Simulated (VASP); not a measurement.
Input of a VASP 6.6.1 run:

INCAR

```
PREC = Accurate
ENCUT = 520
EDIFF = 1E-6
ISMEAR = 0
SIGMA = 0.15
LREAL = F
LASPH = T
NELM = 80
ALGO = Normal
ISIF = 2
LWAVE = F
LCHARG = T
GGA = PE
LELF = T
LVHAR = T
NBANDS = 16
```

The input KPOINTS:

```
Automatic mesh
0
Gamma
  21 21 6
```

POSCAR

```
C
1.0
    1.2531052567     -2.2292388717      0.0000000000
    1.2531052567      2.2292388717      0.0000000000
    0.0000000000      0.0000000000      9.0869031632
C
4
Direct
    0.0833329406      0.9166670594      0.7503043452
    0.5833329406      0.4166670594      0.2496956548
    0.9166670594      0.0833329406      0.2496956548
    0.4166670594      0.5833329406      0.7503043452
```

Potentials or basis: VASP PAW PBE potentials, release 64 (C).

Command:

```bash
$ cat potpaw_PBE.64/C/POTCAR > POTCAR
$ mpirun -np 1 vasp_std > vasp.out
```

Q: Predict the largest force.

A: 0.079 eV/Å.

Q: Predict the pressure.

A: -15.3 GPa.

Forces in eV/Å, atoms in the order of the input:
```
C    0.000 -0.079  0.000
C    0.000 -0.079  0.000
C    0.000  0.079  0.000
C    0.000  0.079  0.000
```

Caveat: the cell stands under tension; this functional lacks dispersion, which binds the layers, so the pressure and a relaxed spacing across them are unreliable.
